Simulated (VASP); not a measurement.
# CoSi2 (Fm-3m) in VASP: vibrations by perturbation theory with PBE

Aim: the vibrations by perturbation theory of CoSi2 with PBE.

Everything below comes from runs of VASP 6.6.1. Logs are shortened: lines on timing, memory, paths and dates and some standing lists are left out, and cuts for length are marked.

### Step 1. The cell of the first run

It takes space group Fm-3m (No. 225, cubic). Conventional cell: a = 5.356 Å, b = 5.356 Å, c = 5.356 Å, α = 90.00°, β = 90.00°, γ = 90.00°. Within 3.1 Å of Co (site symmetry m-3m) lie 8 Si at 2.32 Å. Within 3.1 Å of Si (site symmetry -43m) lie 4 Co at 2.32 Å and 6 Si at 2.68 Å.

### Step 2. Vibrations by perturbation theory, PBE

Contents of INCAR:

```
  PREC = Accurate
  ENCUT = 520
  EDIFF = 1E-8
  ISMEAR = 1
  SIGMA = 0.2
  LREAL = False
  LASPH = True
  NELM = 80
  ALGO = Normal
  ISIF = 2
  LWAVE = False
  LCHARG = True
  GGA = PE
  NBANDS = 16
  IBRION = 8
  NSW = 1
```

Contents of KPOINTS:

```
Automatic mesh
0
Gamma
  9 9 9
```

Contents of POSCAR:

```
CoSi2
1.0
    0.0000000000      2.6780000000      2.6780000000
    2.6780000000      0.0000000000      2.6780000000
    2.6780000000      2.6780000000      0.0000000000
Co Si
1 2
Direct
    0.0000000000      0.0000000000      0.0000000000
    0.2500000000      0.2500000000      0.2500000000
    0.7500000000      0.7500000000      0.7500000000
```

Potentials or basis: VASP PAW PBE potentials, release 64 (Co, Si).

Launch:

```bash
$ cat potpaw_PBE.64/Co/POTCAR potpaw_PBE.64/Si/POTCAR > POTCAR
$ mpirun -np 1 vasp_std > vasp.out
```

OUTCAR:

```text
PREC = Accurate
   ENCUT = 520
   EDIFF = 1E-8
   ISMEAR = 1
   LREAL = False
   LASPH = True
   NELM = 80
   ISIF = 2
   GGA = PE
   IBRION = 8
   NSW = 1

 ion  position               nearest neighbor table
   1  0.000  0.000  0.000-   3 2.32   2 2.32   3 2.32   2 2.32   3 2.32   3 2.32   2 2.32   2 2.32

   2  0.250  0.250  0.250-   1 2.32   1 2.32   1 2.32   1 2.32   3 2.68   3 2.68   3 2.68   3 2.68
                             3 2.68   3 2.68
   3  0.750  0.750  0.750-   1 2.32   1 2.32   1 2.32   1 2.32   2 2.68   2 2.68   2 2.68   2 2.68
                             2 2.68   2 2.68

  LATTYP: Found a face centered cubic cell.
 ALAT       =     5.3560000000

  Lattice vectors:

 A1 = (   0.0000000000,   2.6780000000,   2.6780000000)
 A2 = (   2.6780000000,   0.0000000000,   2.6780000000)
 A3 = (   2.6780000000,   2.6780000000,   0.0000000000)

Analysis of symmetry for initial positions (statically):
=====================================================================
 Subroutine PRICEL returns:
 Original cell was already a primitive cell.

 Routine SETGRP: Setting up the symmetry group for a
 face centered cubic supercell.

 Subroutine GETGRP returns: Found 48 space group operations
 (whereof 48 operations were pure point group operations)
 out of a pool of 48 trial point group operations.

The static configuration has the point symmetry O_h .

Analysis of symmetry for dynamics (positions and initial velocities):
=====================================================================
 Subroutine PRICEL returns:
 Original cell was already a primitive cell.

 Routine SETGRP: Setting up the symmetry group for a
 face centered cubic supercell.

 Subroutine GETGRP returns: Found 48 space group operations
 (whereof 48 operations were pure point group operations)
 out of a pool of 48 trial point group operations.

The dynamic configuration has the point symmetry O_h .

 Subroutine INISYM returns: Found 48 space group operations
 (whereof 48 operations are pure point group operations),
 and found     1 'primitive' translations

----------------------------------------------------------------------------------------

                                     Primitive cell

  volume of cell :      38.4115

  direct lattice vectors                    reciprocal lattice vectors
     0.000000000  2.678000000  2.678000000    -0.186706497  0.186706497  0.186706497
     2.678000000  0.000000000  2.678000000     0.186706497 -0.186706497  0.186706497
     2.678000000  2.678000000  0.000000000     0.186706497  0.186706497 -0.186706497

  length of vectors
     3.787263920  3.787263920  3.787263920     0.323385140  0.323385140  0.323385140

  position of ions in fractional coordinates (direct lattice)
     0.000000000  0.000000000  0.000000000
     0.250000000  0.250000000  0.250000000
     0.750000000  0.750000000  0.750000000

  ion indices of the primitive-cell ions
   primitive index   ion index
                 1           1
                 2           2
                 3           3

----------------------------------------------------------------------------------------

 KPOINTS: Automatic mesh

Automatic generation of k-mesh.
 Grid dimensions read from file:
 generate k-points for:    9    9    9

 Generating k-lattice:

  Cartesian coordinates                     Fractional coordinates (reciprocal lattice)
[... 98 lines left out ...]
--------------------------------------- Ionic step        1  -------------------------------------------

 number of electron      16.9999995 magnetization

 Free energy of the ion-electron system (eV)
  ---------------------------------------------------
  ext. energy  EPLUGINS =         0.00000000
  ---------------------------------------------------
  free energy    TOTEN  =       -19.29029897 eV

  energy without entropy =      -19.28936347  energy(sigma->0) =      -19.28998714

 E-fermi :  10.0599     XC(G=0): -11.7461

 val. band max:       10.0415103993   @ k =  -0.2222   0.1111   0.0000
 cond. band min:      10.0870225608   @ k =   0.3333   0.1111   0.0000
 fundamental gap:      0.0455121615
 Fermi energy:        10.0598806263

 k-point     1 :       0.0000    0.0000    0.0000
  band No.  band energies     occupation
      1      -3.0317      2.00000
      2       6.0174      2.00000
      3       6.0174      2.00000
      4       6.0174      2.00000
      5       8.1891      2.00000
      6       8.1891      2.00000
[... 433 lines left out ...]
      3       3.7091      2.00000
      4       6.3989      2.00000
      5       6.3989      2.00000
      6       8.2432      2.00000
[... 8 lines left out ...]
     15      20.4870      0.00000
     16      22.6940      0.00000

 [... further k-points ...]

------------------------ aborting loop because EDIFF is reached ----------------------------------------

  FORCE on cell =-STRESS in cart. coord.  units (eV):
  Direction    XX          YY          ZZ          XY          YZ          ZX
  --------------------------------------------------------------------------------------
  -------------------------------------------------------------------------------------
  Total        0.0707435      0.0707435      0.0707435      0.0000000      0.0000000      0.0000000
  in kB        2.9507723      2.9507723      2.9507723      0.0000000      0.0000000      0.0000000
  external PRESSURE =       2.9507723 kB  Pullay stress =       0.0000000 kB

 VOLUME and BASIS-vectors are now :
 -----------------------------------------------------------------------------
  energy-cutoff  :      520.00
  volume of cell :       38.41
      direct lattice vectors                 reciprocal lattice vectors
     0.000000000  2.678000000  2.678000000    -0.186706497  0.186706497  0.186706497
     2.678000000  0.000000000  2.678000000     0.186706497 -0.186706497  0.186706497
     2.678000000  2.678000000  0.000000000     0.186706497  0.186706497 -0.186706497

 POSITION                                       TOTAL-FORCE (eV/Angst)
 -----------------------------------------------------------------------------------
      0.00000      0.00000      0.00000        -0.000000     -0.000000     -0.000000
      1.33900      1.33900      1.33900        -0.000000     -0.000000     -0.000000
      4.01700      4.01700      4.01700         0.000000      0.000000      0.000000
 -----------------------------------------------------------------------------------
    total drift:                               -0.000000     -0.000000      0.000000

  FREE ENERGIE OF THE ION-ELECTRON SYSTEM (eV)
  ---------------------------------------------------
  free  energy   TOTEN  =       -19.2902989714 eV

  energy  without entropy=      -19.2893634720  energy(sigma->0) =      -19.28998714

[... ionic steps 2 to 3 ...]

--------------------------------------- Ionic step        4  -------------------------------------------

------------------------ aborting loop because EDIFF is reached ----------------------------------------

[... ionic steps 5 to 6 ...]

--------------------------------------- Ionic step        7  -------------------------------------------

 Free energy of the ion-electron system (eV)
  ---------------------------------------------------
  ---------------------------------------------------
  free energy    TOTEN  =        -0.01829395 eV

  energy without entropy =       -0.01829395

------------------------ aborting loop because EDIFF is reached ----------------------------------------

 INTERNAL STRAIN TENSOR  FOR ION    2  DIRECTION 1   (eV/Angst):
 -----------------------------------------------------------------------------
     0.00414  0.00000  0.00000
     0.00000 -0.00017 -9.06177
     0.00000 -9.06177 -0.00017

 INTERNAL STRAIN TENSOR FOR ION    3 for displacements in x,y,z  (eV/Angst):
          X           Y           Z          XY          YZ          ZX
  --------------------------------------------------------------------------------
  x    -0.00000     0.00000     0.00000     0.00000     9.06177     0.00000
  y     0.00000     0.00000     0.00000     0.00000     0.00000     9.06177
  z     0.00000     0.00000     0.00000     9.06177     0.00000     0.00000

 SECOND DERIVATIVES (NOT SYMMETRIZED)
 ------------------------------------
               1X          1Y          1Z          2X          2Y          2Z          3X          3Y          3Z
  1X   -11.697424    0.000000    0.000000    5.848712    0.000000    0.000000    5.848712    0.000000    0.000000
  1Y     0.000000  -11.697424    0.000000    0.000000    5.848712    0.000000    0.000000    5.848712    0.000000
  1Z     0.000000    0.000000  -11.697424    0.000000    0.000000    5.848712    0.000000    0.000000    5.848712
  2X     5.863652    0.000000    0.000000   -8.661962    0.000000    0.000000    2.798309    0.000000    0.000000
  2Y     0.000000    5.863652    0.000000    0.000000   -8.661962    0.000000    0.000000    2.798309    0.000000
  2Z     0.000000    0.000000    5.863652    0.000000    0.000000   -8.661962    0.000000    0.000000    2.798309
  3X     5.863652    0.000000    0.000000    2.798309    0.000000    0.000000   -8.661962    0.000000    0.000000
  3Y     0.000000    5.863652    0.000000    0.000000    2.798309    0.000000    0.000000   -8.661962    0.000000
  3Z     0.000000    0.000000    5.863652    0.000000    0.000000    2.798309    0.000000    0.000000   -8.661962

 Eigenvectors and eigenvalues of the dynamical matrix
 ----------------------------------------------------

   1 f  =    9.986446 THz    62.746691 2PiTHz  333.111982 cm-1    41.300603 meV
             X         Y         Z           dx          dy          dz
      0.000000  0.000000  0.000000    -0.000000   -0.000000   -0.000000
      1.339000  1.339000  1.339000     0.503484   -0.111664    0.483771
      4.017000  4.017000  4.017000    -0.503484    0.111664   -0.483771
[... 43 lines left out ...]
   9 f/i=    0.006361 THz     0.039968 2PiTHz    0.212184 cm-1     0.026307 meV
             X         Y         Z           dx          dy          dz
      0.000000  0.000000  0.000000    -0.000292    0.015336   -0.715824
      1.339000  1.339000  1.339000    -0.000202    0.010573   -0.493526
      4.017000  4.017000  4.017000    -0.000202    0.010573   -0.493526

--------------------------------------------------------------------------------------------------------

 ELASTIC MODULI CONTR FROM IONIC RELAXATION (kBar)
 Direction    XX          YY          ZZ          XY          YZ          ZX
 --------------------------------------------------------------------------------
 XX          -0.0000      0.0000     -0.0000     -0.0000      0.0000      0.0000
 YY           0.0000     -0.0000     -0.0000     -0.0000     -0.0000     -0.0000
 ZZ          -0.0000     -0.0000     -0.0000     -0.0000      0.0000     -0.0000
 XY          -0.0000     -0.0000     -0.0000   -597.7365      0.0000     -0.0000
 YZ           0.0000     -0.0000      0.0000      0.0000   -597.7365     -0.0000
 ZX           0.0000     -0.0000     -0.0000     -0.0000     -0.0000   -597.7365
 --------------------------------------------------------------------------------
```

Wall time 6 min (1 thread of Intel Xeon 8259CL, shared host); peak memory 0.29 GiB.

What came out:

- Highest phonon frequency at Γ: 333 cm⁻¹

Phonon frequencies in cm⁻¹ (negative: imaginary):
| q point | frequencies |
| --- | --- |
| (0.000, 0.000, 0.000) | 0 0 0 333 333 333 333 333 333 |

Caveat: the run has no spin polarisation, though such a crystal can be magnetic.
